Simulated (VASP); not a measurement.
Set up this calculation in VASP 6.6.1, as the native input.

| Quantity | Value |
| --- | --- |
| Task | single point |
| Functional | r2SCAN |
| Potentials or basis | VASP PAW PBE potentials, release 64 (Ca_sv, Se) |
| Cutoff | 520 eV |
| k mesh | 6 × 6 × 6 |
| Occupations | gaussian, width 0.01 eV |
| Spin | no spin polarisation |
| Dipole correction | no |
| Further INCAR settings | ALGO = Normal; EDIFF = 1e-06; NBANDS = 15 |

The system is CaSe.

```
Ca Se
1.0
     0.00000    3.02574    3.02574
     3.02574    0.00000    3.02574
     3.02574    3.02574    0.00000
Ca Se
1 1
Direct
  0.00000 0.00000 0.00000
  0.50000 0.50000 0.50000
```

This cell differs from its parent crystal: volume changed by +6%.

These files were run (other wordings do the same):

POSCAR

```
CaSe
1.0
    0.0000000000      3.0257368479      3.0257368479
    3.0257368479      0.0000000000      3.0257368479
    3.0257368479      3.0257368479      0.0000000000
Ca Se
1 1
Direct
    0.0000000000      0.0000000000      0.0000000000
    0.5000000000      0.5000000000      0.5000000000
```

INCAR.step1

```
PREC     = Accurate       # precision mode
ENCUT    = 520            # plane-wave cutoff, eV
ISMEAR   = 0              # smearing method
SIGMA    = 0.01           # smearing width, eV
LREAL    = F              # projectors in reciprocal space
LASPH    = T              # aspherical terms in the spheres
NELM     = 100            # most SCF steps
NBANDS   = 15             # bands
GGA      = PE             # functional
ALGO     = Normal         # electronic algorithm
EDIFF    = 1E-4           # SCF threshold, eV
LWAVE    = T              # write WAVECAR
LCHARG   = F              # write CHGCAR
```

INCAR.step2

```
PREC     = Accurate       # precision mode
ENCUT    = 520            # plane-wave cutoff, eV
EDIFF    = 1E-6           # SCF threshold, eV
ISMEAR   = 0              # smearing method
SIGMA    = 0.01           # smearing width, eV
LREAL    = F              # projectors in reciprocal space
LASPH    = T              # aspherical terms in the spheres
NELM     = 100            # most SCF steps
ALGO     = Normal         # electronic algorithm
ISIF     = 2              # what is computed and relaxed
LWAVE    = F              # write WAVECAR
LCHARG   = F              # write CHGCAR
METAGGA  = R2SCAN         # meta-GGA
LMIXTAU  = T            
NBANDS   = 15             # bands
ISTART   = 1
```

KPOINTS

```
regular mesh
0
Gamma
  6 6 6
```

Potentials or basis: VASP PAW PBE potentials, release 64 (Ca_sv, Se).

The run is started by

```console
$ cat potpaw_PBE.64/Ca_sv/POTCAR potpaw_PBE.64/Se/POTCAR > POTCAR
$ cp INCAR.step1 INCAR
$ mpirun -np 1 vasp_std > vasp.out
$ cp INCAR.step2 INCAR
$ mpirun -np 1 vasp_std > vasp.out
```

It gave:

```yaml
Pressure: -2.5 GPa
Band_gap_on_the_k_mesh: 2.64 eV, indirect (least direct gap 3.52 eV)
```

Caveat: the PAW data sets were made with another functional, which shifts forces and pressure a little.

Wall time 30 s on 1 thread of Intel(R) Xeon(R) Platinum 8488C (Sapphire Rapids) (shared host), peak memory 0.19 GiB.
